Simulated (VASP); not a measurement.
# ZrO2 (Cubic zirconia) (Fm-3m) in VASP: notebook

Runs on ZrO2 (Cubic zirconia). Level: PBE. Tasks: single point.

Everything below comes from runs of VASP 6.6.1. Logs are shortened: lines on timing, memory, paths and dates and some standing lists are left out, and cuts for length are marked.

### 1 The cell of the first run

The structure is cubic, space group Fm-3m (No. 225). Conventional cell: a = 5.116 Å, b = 5.116 Å, c = 5.116 Å, α = 90.00°, β = 90.00°, γ = 90.00°. Zr (site symmetry m-3m) has 8 O at 2.22 Å within 2.9 Å. Within 2.9 Å of O (site symmetry -43m) lie 4 Zr at 2.22 Å and 6 O at 2.56 Å.

### 2 Single point, PBE

Contents of INCAR:

```
PREC     = Accurate       # precision mode
ENCUT    = 600            # plane-wave cutoff, eV
EDIFF    = 1E-6           # SCF threshold, eV
ISMEAR   = 0              # smearing method
SIGMA    = 0.02           # smearing width, eV
LREAL    = F              # projectors in reciprocal space
LASPH    = T              # aspherical terms in the spheres
NELM     = 120            # most SCF steps
ALGO     = Normal         # electronic algorithm
ISIF     = 2              # what is computed and relaxed
LWAVE    = F              # write WAVECAR
LCHARG   = F              # write CHGCAR
GGA      = PE             # functional
NBANDS   = 19             # bands
GGA_COMPAT= F
```

Contents of KPOINTS:

```
Automatic mesh
0
Gamma
  8 8 8
```

Contents of POSCAR:

```
ZrO2
1.0
    0.0000000000      2.5578982120      2.5578982120
    2.5578982120      0.0000000000      2.5578982120
    2.5578982120      2.5578982120      0.0000000000
Zr O
1 2
Direct
    0.0000000000      0.0000000000      0.0000000000
    0.2500000000      0.2500000000      0.2500000000
    0.7500000000      0.7500000000      0.7500000000
```

Potentials or basis: VASP PAW PBE potentials, release 64 (Zr_sv, O).

Run with:

```console
$ cat potpaw_PBE.64/Zr_sv/POTCAR potpaw_PBE.64/O/POTCAR > POTCAR
$ mpirun -np 1 vasp_std > vasp.out
```

OUTCAR:

```text
PREC = Accurate
   ENCUT = 600
   EDIFF = 1E-6
   ISMEAR = 0
   LREAL = F
   LASPH = T
   NELM = 120
   ISIF = 2
   GGA = PE

 ion  position               nearest neighbor table
   1  0.000  0.000  0.000-   3 2.22   2 2.22   3 2.22   2 2.22   3 2.22   3 2.22   2 2.22   2 2.22

   2  0.250  0.250  0.250-   1 2.22   1 2.22   1 2.22   1 2.22
   3  0.750  0.750  0.750-   1 2.22   1 2.22   1 2.22   1 2.22

  LATTYP: Found a face centered cubic cell.
 ALAT       =     5.1157964240

  Lattice vectors:

 A1 = (   0.0000000000,   2.5578982120,   2.5578982120)
 A2 = (   2.5578982120,   0.0000000000,   2.5578982120)
 A3 = (   2.5578982120,   2.5578982120,   0.0000000000)

Analysis of symmetry for initial positions (statically):
=====================================================================
 Subroutine PRICEL returns:
 Original cell was already a primitive cell.

 Routine SETGRP: Setting up the symmetry group for a
 face centered cubic supercell.

 Subroutine GETGRP returns: Found 48 space group operations
 (whereof 48 operations were pure point group operations)
 out of a pool of 48 trial point group operations.

The static configuration has the point symmetry O_h .

Analysis of symmetry for dynamics (positions and initial velocities):
=====================================================================
 Subroutine PRICEL returns:
 Original cell was already a primitive cell.

 Routine SETGRP: Setting up the symmetry group for a
 face centered cubic supercell.

 Subroutine GETGRP returns: Found 48 space group operations
 (whereof 48 operations were pure point group operations)
 out of a pool of 48 trial point group operations.

The dynamic configuration has the point symmetry O_h .

 Subroutine INISYM returns: Found 48 space group operations
 (whereof 48 operations are pure point group operations),
 and found     1 'primitive' translations

----------------------------------------------------------------------------------------

                                     Primitive cell

  volume of cell :      33.4719

  direct lattice vectors                    reciprocal lattice vectors
     0.000000000  2.557898212  2.557898212    -0.195472985  0.195472985  0.195472985
     2.557898212  0.000000000  2.557898212     0.195472985 -0.195472985  0.195472985
     2.557898212  2.557898212  0.000000000     0.195472985  0.195472985 -0.195472985

  length of vectors
     3.617414343  3.617414343  3.617414343     0.338569142  0.338569142  0.338569142

  position of ions in fractional coordinates (direct lattice)
     0.000000000  0.000000000  0.000000000
     0.250000000  0.250000000  0.250000000
     0.750000000  0.750000000  0.750000000

  ion indices of the primitive-cell ions
   primitive index   ion index
                 1           1
                 2           2
                 3           3

----------------------------------------------------------------------------------------

 KPOINTS: Automatic mesh

Automatic generation of k-mesh.
 Grid dimensions read from file:
 generate k-points for:    8    8    8

 Generating k-lattice:

  Cartesian coordinates                     Fractional coordinates (reciprocal lattice)
    -0.024434123  0.024434123  0.024434123     0.125000000  0.000000000  0.000000000
     0.024434123 -0.024434123  0.024434123     0.000000000  0.125000000  0.000000000
     0.024434123  0.024434123 -0.024434123     0.000000000  0.000000000  0.125000000

  Length of vectors
     0.042321143  0.042321143  0.042321143

  Shift w.r.t. Gamma in fractional coordinates (k-lattice)
     0.000000000  0.000000000  0.000000000

 Subroutine IBZKPT returns following result:
 ===========================================

 Found     29 irreducible k-points:

 Following reciprocal coordinates:
            Coordinates               Weight
  0.000000  0.000000  0.000000      1.000000
  0.125000  0.000000  0.000000      8.000000
  0.250000  0.000000  0.000000      8.000000
  0.375000  0.000000  0.000000      8.000000
  0.500000  0.000000  0.000000      4.000000
  0.125000  0.125000  0.000000      6.000000
[... 16 lines left out ...]
  0.500000  0.250000  0.125000     48.000000
 -0.375000  0.250000  0.125000     24.000000
 [... further k-points ...]
   k-points           NKPTS =     29   k-points in BZ     NKDIM =     29   number of bands    NBANDS=     19
   number of dos      NEDOS =    301   number of ions     NIONS =      3
   total plane-waves  NPLWV =  27000
   dimension x,y,z NGX =    30 NGY =   30 NGZ =   30
   dimension x,y,z NGXF=    60 NGYF=   60 NGZF=   60
   ions per type =               1   2
   NGX,Y,Z   is equivalent  to a cutoff of  13.79, 13.79, 13.79 a.u.
   NGXF,Y,Z  is equivalent  to a cutoff of  27.57, 27.57, 27.57 a.u.
 SYSTEM =  unknown system
   PREC   = accura    normal or accurate (medium, high low for compatibility)
   ISTART =      0    job   : 0-new  1-cont  2-samecut
   ICHARG =      2    charge: 1-file 2-atom 10-const
   ISPIN  =      1    spin polarized calculation?
   LNONCOLLINEAR =      F non collinear calculations
   LSORBIT =      F    spin-orbit coupling
   LASPH  =      T    aspherical Exc in radial PAW
   ENCUT  =  600.0 eV  44.10 Ry    6.64 a.u.   7.22  7.22  7.22*2*pi/ulx,y,z
   NELM   =    120;   NELMIN=  2; NELMDL= -5     # of ELM steps
   EDIFF  = 0.1E-05   stopping-criterion for ELM
   LREAL  =      F    real-space projection
   EDIFFG = 0.1E-04   stopping-criterion for IOM
   NSW    =      0    number of steps for IOM
   IBRION =     -1    ionic relax: 0-MD 1-quasi-New 2-CG
   NFREE  =      0    steps in history (QN), initial steepest desc. (CG)
   ISIF   =      2    stress and relaxation
   ISYM   =      2    0-nonsym 1-usesym 2-fastsym
   POTIM  = 0.5000    time-step for ionic-motion
   TEBEG  =    0.0;   TEEND  =   0.0 temperature during run
   PSTRESS=    0.0 pullay stress
   NELECT =      24.0000    total number of electrons
   NUPDOWN=      -1.0000    fix difference up-down
   EMIN   =  10.00;   EMAX   =-10.00  energy-range for DOS
   EFERMI =   0.00;   METHOD = LEGACY
   ISMEAR =     0;   SIGMA  =   0.02  broadening in eV -4-tet -1-fermi 0-gaus
   EFERMI_NEDOS =   21; number of points for ismear=-14 and -15
   IALGO  =     38    algorithm
   IMIX   =      4    mixing-type and parameters
     AMIX     =   0.40;   BMIX     =  1.00
     AMIX_MAG =   1.60;   BMIX_MAG =  1.00
  volume/ion in A,a.u.               =      11.16        75.29
  Fermi-wavevector in a.u.,A,eV,Ry     =   1.465273  2.768965 29.212063  2.147026
  Thomas-Fermi vector in A             =   2.581150
   LORBIT       =      0    0 simple, 1 ext, 2 COOP (PROOUT), +10 PAW based schemes
   GGA     = PE    functional components
   LHFCALC =     F    Hartree Fock is set to
   AEXX    =    0.0000 exact exchange contribution
   IVDW    =     0    specifies the selected vdW correction
   LEPSILON=     F    determine dielectric tensor
   LRPA    =     F    only Hartree local field effects (RPA)
 non-spin polarized calculation
 Gauss-broadening in eV      SIGMA  =   0.02
  energy-cutoff  :      600.00
  volume of cell :       33.47
 maximum number of plane-waves:      1139
 NGX is ok and might be reduce to    30
   NGX = 15   NGY = 15   NGZ = 15

 number of electron      23.9999994 magnetization

 Free energy of the ion-electron system (eV)
  ---------------------------------------------------
  ext. energy  EPLUGINS =         0.00000000
  ---------------------------------------------------
  free energy    TOTEN  =       -28.57332174 eV

  energy without entropy =      -28.57332174  energy(sigma->0) =      -28.57332174

 E-fermi :   7.1442     XC(G=0): -11.7011

 val. band max:        7.0509958824   @ k =   0.5000   0.5000   0.0000
 cond. band min:      10.3629619156   @ k =   0.0000   0.0000   0.0000
 fundamental gap:      3.3119660332
 Fermi energy:         7.1442147671

 k-point     1 :       0.0000    0.0000    0.0000
  band No.  band energies     occupation
      1     -41.1087      2.00000
      2     -18.9270      2.00000
      3     -18.9270      2.00000
      4     -18.9270      2.00000
      5     -11.0723      2.00000
      6      -8.5712      2.00000
[... 11 lines left out ...]
     18      16.2355      0.00000
     19      21.3146      0.00000

 k-point     2 :       0.1250    0.0000    0.0000
  band No.  band energies     occupation
      1     -41.1024      2.00000
      2     -19.0301      2.00000
      3     -18.9366      2.00000
      4     -18.9366      2.00000
      5     -10.8650      2.00000
      6      -8.7215      2.00000
[... 11 lines left out ...]
     18      16.0157      0.00000
     19      20.9636      0.00000

 k-point     3 :       0.2500    0.0000    0.0000
  band No.  band energies     occupation
      1     -41.0872      2.00000
      2     -19.2637      2.00000
      3     -18.9598      2.00000
      4     -18.9598      2.00000
      5     -10.4141      2.00000
      6      -8.9964      2.00000
[... 11 lines left out ...]
     18      15.9973      0.00000
     19      20.2572      0.00000

 k-point     4 :       0.3750    0.0000    0.0000
  band No.  band energies     occupation
      1     -41.0720      2.00000
      2     -19.4791      2.00000
      3     -18.9828      2.00000
      4     -18.9828      2.00000
      5     -10.1435      2.00000
      6      -9.0398      2.00000
[... 407 lines left out ...]
     18      16.6791      0.00000
     19      21.0158      0.00000

 k-point    23 :       0.5000    0.2500    0.1250
  band No.  band energies     occupation
      1     -41.0636      2.00000
      2     -19.4387      2.00000
      3     -19.1476      2.00000
      4     -19.0166      2.00000
      5      -9.7458      2.00000
      6      -9.2768      2.00000
[... 11 lines left out ...]
     18      17.5126      0.00000
     19      21.1592      0.00000

 k-point    24 :      -0.3750    0.2500    0.1250
  band No.  band energies     occupation
      1     -41.0585      2.00000
      2     -19.4770      2.00000
      3     -19.1831      2.00000
      4     -19.0295      2.00000
      5      -9.7514      2.00000
      6      -9.1681      2.00000
[... 11 lines left out ...]
     18      17.6366      0.00000
     19      21.3984      0.00000

 [... further k-points ...]

------------------------ aborting loop because EDIFF is reached ----------------------------------------

  FORCE on cell =-STRESS in cart. coord.  units (eV):
  Direction    XX          YY          ZZ          XY          YZ          ZX
  --------------------------------------------------------------------------------------
  -------------------------------------------------------------------------------------
  Total        0.0166335      0.0166335      0.0166335      0.0000000     -0.0000000      0.0000000
  in kB        0.7961856      0.7961856      0.7961856      0.0000000     -0.0000000      0.0000000
  external PRESSURE =       0.7961856 kB  Pullay stress =       0.0000000 kB

 VOLUME and BASIS-vectors are now :
 -----------------------------------------------------------------------------
  energy-cutoff  :      600.00
  volume of cell :       33.47
      direct lattice vectors                 reciprocal lattice vectors
     0.000000000  2.557898212  2.557898212    -0.195472985  0.195472985  0.195472985
     2.557898212  0.000000000  2.557898212     0.195472985 -0.195472985  0.195472985
     2.557898212  2.557898212  0.000000000     0.195472985  0.195472985 -0.195472985

 POSITION                                       TOTAL-FORCE (eV/Angst)
 -----------------------------------------------------------------------------------
      0.00000      0.00000      0.00000        -0.000000      0.000000     -0.000000
      1.27895      1.27895      1.27895         0.000000     -0.000000     -0.000000
      3.83685      3.83685      3.83685         0.000000      0.000000      0.000000
 -----------------------------------------------------------------------------------
    total drift:                                0.000000     -0.000000      0.000000

  FREE ENERGIE OF THE ION-ELECTRON SYSTEM (eV)
  ---------------------------------------------------
  free  energy   TOTEN  =       -28.5733217363 eV

  energy  without entropy=      -28.5733217363  energy(sigma->0) =      -28.57332174
```

It took 14 s on 1 thread of Intel Xeon 6975P-C (Granite Rapids), shared host; peak memory 0.17 GiB.

Results:

```
Free energy            : -28.5733 eV
Pressure               : 0.1 GPa
Band gap on the k mesh : 3.31 eV, indirect (least direct gap 3.74 eV)
```

[end of part 1 of 2]
